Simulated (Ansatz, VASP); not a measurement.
One calculation of Al3BP4, two programs

The input INCAR:

```
  PREC = Accurate
  ENCUT = 600
  EDIFF = 1E-6
  ISMEAR = 0
  SIGMA = 0.02
  LREAL = False
  LASPH = True
  NELM = 100
  ALGO = Normal
  ISIF = 3
  LWAVE = False
  LCHARG = False
  GGA = PE
  IBRION = 2
  NSW = 100
  EDIFFG = -0.01
```

The input KPOINTS:

```
Automatic mesh
0
Gamma
  8 8 8
```

POSCAR

```
Al3BP4
1.0
   -2.6418918173      2.6418918173      5.2327997162
    2.6418918173     -2.6418918173      5.2327997162
    2.6418918173      2.6418918173     -5.2327997162
Al B P
3 1 4
Direct
    0.7500000000      0.2500000000      0.5000000000
    0.0000000000      0.0000000000      0.0000000000
    0.2500000000      0.7500000000      0.5000000000
    0.5000000000      0.5000000000      0.0000000000
    0.8326827471      0.3950013369      0.0000000000
    0.1673172529      0.1673172529      0.5623185897
    0.3950013369      0.8326827471      0.0000000000
    0.6049986631      0.6049986631      0.4376814103
```

Input for Ansatz:

```yaml
crystal:
  lattice:
    - [-2.6418918173, 2.6418918173, 5.2327997162]
    - [2.6418918173, -2.6418918173, 5.2327997162]
    - [2.6418918173, 2.6418918173, -5.2327997162]
  atoms:
    - { symbol: Al, position: [0.75, 0.25, 0.5] }
    - { symbol: Al, position: [0.0, 0.0, 0.0] }
    - { symbol: Al, position: [0.25, 0.75, 0.5] }
    - { symbol: B, position: [0.5, 0.5, 0.0] }
    - { symbol: P, position: [0.8326827471, 0.3950013369, 0.0] }
    - { symbol: P, position: [0.1673172529, 0.1673172529, 0.5623185897] }
    - { symbol: P, position: [0.3950013369, 0.8326827471, 0.0] }
    - { symbol: P, position: [0.6049986631, 0.6049986631, 0.4376814103] }
basis:
  ecutwfc: 420
kpoints:
  mp_grid: { grid: [8, 8, 8] }
hamiltonian:
  xc: pbe
scf:
  occupations: { method: gaussian, width: 0.02 }
output:
  forces: true
  stress: true
  eigenvalues: true
  write_density: true
  write_potential: true
  elf: true
  volumetric_format: npy
relax:
  adjacent_minimum: "off"
  f_tol: 0.01
  max_steps: 80
  cell: { stress_tol: 0.05 }
```

Alike in both runs: task relaxation of cell and atoms; functional PBE; k mesh 8 × 8 × 8; occupations gaussian, width 0.02 eV; no spin polarisation.

|  | VASP | Ansatz |
| --- | --- | --- |
| version | VASP 6.6.1 | Ansatz 0.2.0 |
| potentials or method | VASP PAW PBE potentials, release 64 (Al, B, P), cutoff 600 eV | scalar-relativistic, plane waves, PAW |
| valence electrons in the cell | 32 | 32 |

```tsv
	VASP	Ansatz	Ansatz less VASP
gap on the k mesh at the Fermi level, each at its own relaxed structure (eV)	1.13	1.14	+0.010
relaxed volume (Å³/atom)	18.25	18.27	+0.022
relaxed length of the cell vector where the two differ most in proportion (Å)	6.430	6.436	+0.0063
```
